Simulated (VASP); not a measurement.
# CdSe (Cadmoselite) (P6_3mc) in VASP: further runs

CdSe (Cadmoselite) is run at these levels: PBEsol; tasks: single point, relaxation of cell and atoms.

Everything below comes from runs of VASP 6.6.1. Logs are shortened: lines on timing, memory, paths and dates and some standing lists are left out, and cuts for length are marked.

### Step 1. The cell of the first run

The structure is hexagonal, space group P6_3mc (No. 186). Conventional cell: a = 4.301 Å, b = 4.301 Å, c = 7.022 Å, α = 90.00°, β = 90.00°, γ = 120.00°. Within 3.5 Å of Cd (site symmetry 3m) lie 4 Se at 2.63 to 2.64 Å. Within 3.5 Å of Se (site symmetry 3m) lie 4 Cd at 2.63 to 2.64 Å.

### Step 2. Single point, PBEsol

INCAR reads:

```
SYSTEM = CdSe
  ALGO = Normal
  EDIFF = 1E-6
  ENCUT = 520
  GGA = PS
  ISIF = 2
  ISMEAR = -1
  LASPH = .TRUE.
  LCHARG = .FALSE.
  LREAL = .FALSE.
  LWAVE = .FALSE.
  NBANDS = 26
  NELM = 60
  PREC = Accurate
  SIGMA = 0.1
```

KPOINTS reads:

```
k-points
0
G
  8 8 4
  0 0 0
```

POSCAR reads:

```
CdSe
1.0
    4.3011016630      0.0000000000      0.0000000000
   -2.1505508315      3.7248633044      0.0000000000
    0.0000000000      0.0000000000      7.0222409791
Cd Se
2 2
Direct
    0.3333333333      0.6666666667      0.0046992087
    0.6666666667      0.3333333333      0.5046992087
    0.3333333333      0.6666666667      0.3803007913
    0.6666666667      0.3333333333      0.8803007913
```

Potentials or basis: VASP PAW PBE potentials, release 64 (Cd, Se).

On the command line:

```sh
$ cat potpaw_PBE.64/Cd/POTCAR potpaw_PBE.64/Se/POTCAR > POTCAR
$ mpirun -np 1 vasp_std > vasp.out
```

OUTCAR:

```text
SYSTEM = CdSe
   EDIFF = 1E-6
   ENCUT = 520
   GGA = PS
   ISIF = 2
   ISMEAR = -1
   LASPH = .TRUE.
   LREAL = .FALSE.
   NELM = 60
   PREC = Accurate

 ion  position               nearest neighbor table
   1  0.333  0.667  0.005-   4 2.63   4 2.63   4 2.63   3 2.64
   2  0.667  0.333  0.505-   3 2.63   3 2.63   3 2.63   4 2.64
   3  0.333  0.667  0.380-   2 2.63   2 2.63   2 2.63   1 2.64
   4  0.667  0.333  0.880-   1 2.63   1 2.63   1 2.63   2 2.64

  LATTYP: Found a hexagonal cell.
 ALAT       =     4.3011016630
 C/A-ratio  =     1.6326610086

  Lattice vectors:

 A1 = (   4.3011016630,   0.0000000000,   0.0000000000)
 A2 = (  -2.1505508315,   3.7248633044,   0.0000000000)
 A3 = (   0.0000000000,   0.0000000000,   7.0222409791)

Analysis of symmetry for initial positions (statically):
=====================================================================
 Subroutine PRICEL returns:
 Original cell was already a primitive cell.

 Routine SETGRP: Setting up the symmetry group for a
 hexagonal supercell.

 Subroutine GETGRP returns: Found 12 space group operations
 (whereof  6 operations were pure point group operations)
 out of a pool of 24 trial point group operations.

The static configuration has the point symmetry C_3v.
 The point group associated with its full space group is C_6v.

Analysis of symmetry for dynamics (positions and initial velocities):
=====================================================================
 Subroutine PRICEL returns:
 Original cell was already a primitive cell.

 Routine SETGRP: Setting up the symmetry group for a
 hexagonal supercell.

 Subroutine GETGRP returns: Found 12 space group operations
 (whereof  6 operations were pure point group operations)
 out of a pool of 24 trial point group operations.

The dynamic configuration has the point symmetry C_3v.
 The point group associated with its full space group is C_6v.

 Subroutine INISYM returns: Found 12 space group operations
 (whereof  6 operations are pure point group operations),
 and found     1 'primitive' translations

----------------------------------------------------------------------------------------

                                     Primitive cell

  volume of cell :     112.5034

  direct lattice vectors                    reciprocal lattice vectors
     4.301101663  0.000000000  0.000000000     0.232498573  0.134233114  0.000000000
    -2.150550831  3.724863304  0.000000000     0.000000000  0.268466228  0.000000000
     0.000000000  0.000000000  7.022240979     0.000000000  0.000000000  0.142404683

  length of vectors
     4.301101663  4.301101663  7.022240979     0.268466228  0.268466228  0.142404683

  position of ions in fractional coordinates (direct lattice)
     0.333333333  0.666666667  0.004699209
     0.666666667  0.333333333  0.504699209
     0.333333333  0.666666667  0.380300791
     0.666666667  0.333333333  0.880300791

  ion indices of the primitive-cell ions
   primitive index   ion index
                 1           1
                 2           2
                 3           3
                 4           4

----------------------------------------------------------------------------------------

 KPOINTS: k-points

Automatic generation of k-mesh.
 Grid dimensions read from file:
 generate k-points for:    8    8    4

 Generating k-lattice:

  Cartesian coordinates                     Fractional coordinates (reciprocal lattice)
     0.029062322  0.016779139  0.000000000     0.125000000 -0.000000000  0.000000000
     0.000000000  0.033558278  0.000000000     0.000000000  0.125000000  0.000000000
     0.000000000  0.000000000  0.035601171     0.000000000  0.000000000  0.250000000

  Length of vectors
     0.033558278  0.033558278  0.035601171

  Shift w.r.t. Gamma in fractional coordinates (k-lattice)
     0.000000000  0.000000000  0.000000000

 Subroutine IBZKPT returns following result:
 ===========================================

 Found     30 irreducible k-points:

 Following reciprocal coordinates:
            Coordinates               Weight
  0.000000  0.000000  0.000000      1.000000
  0.125000  0.000000  0.000000      6.000000
  0.250000  0.000000  0.000000      6.000000
  0.375000  0.000000  0.000000      6.000000
  0.500000  0.000000  0.000000      3.000000
  0.125000  0.125000  0.000000      6.000000
[... 16 lines left out ...]
  0.250000  0.000000  0.500000      6.000000
  0.375000  0.000000  0.500000      6.000000
 [... further k-points ...]
   k-points           NKPTS =     30   k-points in BZ     NKDIM =     30   number of bands    NBANDS=     26
   number of dos      NEDOS =    301   number of ions     NIONS =      4
   total plane-waves  NPLWV =  55296
   dimension x,y,z NGX =    32 NGY =   32 NGZ =   54
   dimension x,y,z NGXF=    64 NGYF=   64 NGZF=  108
   ions per type =               2   2
   NGX,Y,Z   is equivalent  to a cutoff of  12.37, 12.37, 12.78 a.u.
   NGXF,Y,Z  is equivalent  to a cutoff of  24.74, 24.74, 25.57 a.u.
 SYSTEM =  CdSe
   PREC   = accura    normal or accurate (medium, high low for compatibility)
   ISTART =      0    job   : 0-new  1-cont  2-samecut
   ICHARG =      2    charge: 1-file 2-atom 10-const
   ISPIN  =      1    spin polarized calculation?
   LNONCOLLINEAR =      F non collinear calculations
   LSORBIT =      F    spin-orbit coupling
   LASPH  =      T    aspherical Exc in radial PAW
   ENCUT  =  520.0 eV  38.22 Ry    6.18 a.u.   8.00  8.00 13.06*2*pi/ulx,y,z
   NELM   =     60;   NELMIN=  2; NELMDL= -5     # of ELM steps
   EDIFF  = 0.1E-05   stopping-criterion for ELM
   LREAL  =      F    real-space projection
   EDIFFG = 0.1E-04   stopping-criterion for IOM
   NSW    =      0    number of steps for IOM
   IBRION =     -1    ionic relax: 0-MD 1-quasi-New 2-CG
   NFREE  =      0    steps in history (QN), initial steepest desc. (CG)
   ISIF   =      2    stress and relaxation
   ISYM   =      2    0-nonsym 1-usesym 2-fastsym
   POTIM  = 0.5000    time-step for ionic-motion
   TEBEG  =    0.0;   TEEND  =   0.0 temperature during run
   PSTRESS=    0.0 pullay stress
   NELECT =      36.0000    total number of electrons
   NUPDOWN=      -1.0000    fix difference up-down
   EMIN   =  10.00;   EMAX   =-10.00  energy-range for DOS
   EFERMI =   0.00;   METHOD = LEGACY
   ISMEAR =    -1;   SIGMA  =   0.10  broadening in eV -4-tet -1-fermi 0-gaus
   EFERMI_NEDOS =   21; number of points for ismear=-14 and -15
   IALGO  =     38    algorithm
   IMIX   =      4    mixing-type and parameters
     AMIX     =   0.40;   BMIX     =  1.00
     AMIX_MAG =   1.60;   BMIX_MAG =  1.00
  volume/ion in A,a.u.               =      28.13       189.80
  Fermi-wavevector in a.u.,A,eV,Ry     =   1.119748  2.116017 17.059477  1.253836
  Thomas-Fermi vector in A             =   2.256390
   LORBIT       =      0    0 simple, 1 ext, 2 COOP (PROOUT), +10 PAW based schemes
   GGA     = PS    functional components
   LHFCALC =     F    Hartree Fock is set to
   AEXX    =    0.0000 exact exchange contribution
   IVDW    =     0    specifies the selected vdW correction
   LEPSILON=     F    determine dielectric tensor
   LRPA    =     F    only Hartree local field effects (RPA)
 non-spin polarized calculation
  energy-cutoff  :      520.00
  volume of cell :      112.50
 maximum number of plane-waves:      3054
 NGX is ok and might be reduce to    32
   NGX = 15   NGY = 15   NGZ = 27

 number of electron      35.9999992 magnetization

 Free energy of the ion-electron system (eV)
  ---------------------------------------------------
  ext. energy  EPLUGINS =         0.00000000
  ---------------------------------------------------
  free energy    TOTEN  =       -12.35124561 eV

  energy without entropy =      -12.35000982  energy(sigma->0) =      -12.35062772

 E-fermi :   1.2046     XC(G=0):  -9.0920

 val. band max:        0.8182258014   @ k =   0.0000   0.0000   0.0000
 cond. band min:       1.3582214536   @ k =   0.0000   0.0000   0.0000
 fundamental gap:      0.5399956522
 Fermi energy:         1.2046344742

 k-point     1 :       0.0000    0.0000    0.0000
  band No.  band energies     occupation
      1     -11.8146      2.00000
      2     -11.4293      2.00000
      3      -7.0902      2.00000
      4      -7.0829      2.00000
      5      -7.0829      2.00000
      6      -7.0143      2.00000
[... 18 lines left out ...]
     25       7.7694      0.00000
     26       8.3987      0.00000

 k-point     2 :       0.1250    0.0000    0.0000
  band No.  band energies     occupation
      1     -11.7657      2.00000
      2     -11.4070      2.00000
      3      -7.0753      2.00000
      4      -7.0655      2.00000
      5      -7.0471      2.00000
      6      -6.9930      2.00000
[... 18 lines left out ...]
     25       8.1160      0.00000
     26       8.1365      0.00000

 k-point     3 :       0.2500    0.0000    0.0000
  band No.  band energies     occupation
      1     -11.6418      2.00000
      2     -11.3570      2.00000
      3      -7.0397      2.00000
      4      -7.0285      2.00000
      5      -6.9550      2.00000
      6      -6.9314      2.00000
[... 18 lines left out ...]
     25       8.1697      0.00000
     26       8.6798      0.00000

 k-point     4 :       0.3750    0.0000    0.0000
  band No.  band energies     occupation
      1     -11.5037      2.00000
      2     -11.3189      2.00000
      3      -7.0128      2.00000
      4      -7.0013      2.00000
      5      -6.8834      2.00000
      6      -6.8744      2.00000
[... 18 lines left out ...]
     25       8.5823      0.00000
     26       9.3833      0.00000
[... 496 lines left out ...]
      1     -11.5845      2.00000
      2     -11.5845      2.00000
      3      -7.0333      2.00000
      4      -7.0333      2.00000
      5      -7.0319      2.00000
      6      -7.0319      2.00000
[... 18 lines left out ...]
     25       7.3187      0.00000
     26       7.3187      0.00000

 k-point    23 :       0.2500    0.0000    0.5000
  band No.  band energies     occupation
      1     -11.4952      2.00000
      2     -11.4952      2.00000
      3      -6.9946      2.00000
      4      -6.9946      2.00000
      5      -6.9815      2.00000
      6      -6.9815      2.00000
[... 18 lines left out ...]
     25       8.0247      0.00000
     26       8.0247      0.00000

 k-point    24 :       0.3750    0.0000    0.5000
  band No.  band energies     occupation
      1     -11.4050      2.00000
      2     -11.4050      2.00000
      3      -6.9777      2.00000
      4      -6.9777      2.00000
      5      -6.9361      2.00000
      6      -6.9361      2.00000
[... 18 lines left out ...]
     25       8.5451      0.00000
     26       8.5451      0.00000

 [... further k-points ...]
[... 5 lines left out ...]
  --------------------------------------------------------------------------------------
  -------------------------------------------------------------------------------------
  Total        0.2493346      0.2493346      0.2457719      0.0000000      0.0000000      0.0000000
  in kB        3.5508094      3.5508094      3.5000725      0.0000000      0.0000000      0.0000000
  external PRESSURE =       3.5338971 kB  Pullay stress =       0.0000000 kB

 VOLUME and BASIS-vectors are now :
 -----------------------------------------------------------------------------
  energy-cutoff  :      520.00
  volume of cell :      112.50
      direct lattice vectors                 reciprocal lattice vectors
     4.301101663  0.000000000  0.000000000     0.232498573  0.134233114  0.000000000
    -2.150550831  3.724863304  0.000000000     0.000000000  0.268466228  0.000000000
     0.000000000  0.000000000  7.022240979     0.000000000  0.000000000  0.142404683

 POSITION                                       TOTAL-FORCE (eV/Angst)
 -----------------------------------------------------------------------------------
     -0.00000      2.48324      0.03300         0.000000      0.000000      0.000478
      2.15055      1.24162      3.54412         0.000000     -0.000000      0.000478
     -0.00000      2.48324      2.67056         0.000000     -0.000000     -0.000478
      2.15055      1.24162      6.18168        -0.000000      0.000000     -0.000478
 -----------------------------------------------------------------------------------
    total drift:                               -0.000000     -0.000000      0.000185

  FREE ENERGIE OF THE ION-ELECTRON SYSTEM (eV)
  ---------------------------------------------------
  free  energy   TOTEN  =       -12.3512456144 eV

  energy  without entropy=      -12.3500098238  energy(sigma->0) =      -12.35062772
```

It took 36 s on 1 thread of Intel Xeon 6975P-C (Granite Rapids), shared host; peak memory 0.26 GiB.

Results:

| Quantity | Value |
| --- | --- |
| Free energy | -12.3512 eV |
| Pressure | 0.4 GPa |
| Band gap on the k mesh | 0.54 eV, direct |

Levels at points of the mesh, in eV from the valence-band top:
| k point | band 15 | band 16 | band 17 | band 18 | band 19 | band 20 | band 21 | band 22 |
| --- | --- | --- | --- | --- | --- | --- | --- | --- |
| (0.00, 0.00, 0.00) | -0.78 | -0.05 | 0.00 | 0.00 | 0.54 | 2.10 | 5.78 | 5.78 |
| (0.50, 0.00, 0.00) | -2.71 | -1.89 | -1.37 | -0.77 | 3.12 | 3.23 | 4.66 | 6.06 |
| (0.00, 0.00, 0.50) | -0.41 | -0.41 | -0.41 | -0.41 | 2.28 | 2.28 | 5.74 | 5.74 |
| (0.50, 0.00, 0.50) | -1.39 | -1.39 | -1.37 | -1.37 | 2.82 | 2.82 | 4.75 | 4.75 |

Caveat: the PAW data sets were made with another functional, which shifts forces and pressure a little. A hybrid or GW would open this gap; PBEsol tends to underestimate it.

### Step 3. Relaxation of cell and atoms, PBEsol, target pressure -2 GPa, at which the enthalpy is minimised

INCAR reads:

```
  PREC = Accurate
  ENCUT = 600
  EDIFF = 1E-7
  ISMEAR = 0
  SIGMA = 0.01
  LREAL = False
  LASPH = True
  NELM = 100
  ALGO = Normal
  ISIF = 3
  LWAVE = False
  LCHARG = False
  GGA = PS
  IBRION = 2
  NSW = 100
  EDIFFG = -0.002
  PSTRESS = -20.0
```

KPOINTS reads:

```
regular mesh
0
Gamma
  6 6 4
```

POSCAR is that of step 2.

Potentials or basis: VASP PAW PBE potentials, release 64 (Cd, Se).

On the command line:

```sh
$ cat potpaw_PBE.64/Cd/POTCAR potpaw_PBE.64/Se/POTCAR > POTCAR
$ mpirun -np 1 vasp_std > vasp.out
```

It took 2.2 min on 1 thread of Intel Xeon 6975P-C (Granite Rapids), shared host; peak memory 0.29 GiB.

Results (log left out):

* Free energy: -12.3152 eV
* Relaxed volume: 29.53 Å³/atom
* Relaxed cell: a = 4.373 Å, b = 4.373 Å, c = 7.132 Å, α = 90.00°, β = 90.00°, γ = 120.00°
* Space group after relaxing (to 0.05 Å): P6_3mc (No. 186)
* Energy change on relaxing (the enthalpy is what falls): +7.9 meV/atom
* Ionic steps: 8
* Pressure after relaxing: -2.0 GPa
* Band gap on the k mesh: 0.44 eV, direct

Step by step:
```tsv
step	energy change (eV)	largest force (eV/Å)	pressure (GPa)	volume (Å³)
1	0.0000	0.0014	0.31	112.50
2	0.0470	0.0067	-2.39	119.25
3	0.0313	0.0057	-2.00	118.10
4	0.0328	0.0058	-2.04	118.22
5	0.0313	0.0043	-1.99	118.10
6	0.0312	0.0042	-1.99	118.09
7	0.0313	0.0035	-2.00	118.10
8	0.0315	0.0009	-2.00	118.11
```

Final structure:
```
CELL_PARAMETERS angstrom
4.37310 0.00000 0.00000
-2.18655 3.78722 0.00000
0.00000 0.00000 7.13172
ATOMIC_POSITIONS crystal
Cd 0.33333 0.66667 0.00454
Cd 0.66667 0.33333 0.50454
Se 0.33333 0.66667 0.38046
Se 0.66667 0.33333 0.88046
```

Levels at points of the mesh, in eV from the valence-band top:
```tsv
k point	band 16	band 17	band 18	band 19	band 20	band 21
(0.00, 0.00, 0.00)	-0.04	0.00	0.00	0.44	2.04	5.77
(0.50, 0.00, 0.00)	-1.73	-1.24	-0.70	3.03	3.23	4.68
(0.00, 0.00, 0.50)	-0.37	-0.37	-0.37	2.18	2.18	5.67
(0.50, 0.00, 0.50)	-1.27	-1.25	-1.25	2.80	2.80	4.74
```

Caveat: the cell is relaxed towards a set pressure, so the enthalpy falls and the energy may rise; the PAW data sets were made with another functional, which shifts forces and pressure a little. Zero-point motion and thermal expansion aren't in these numbers.

(Part 1 of 3 ends here.)
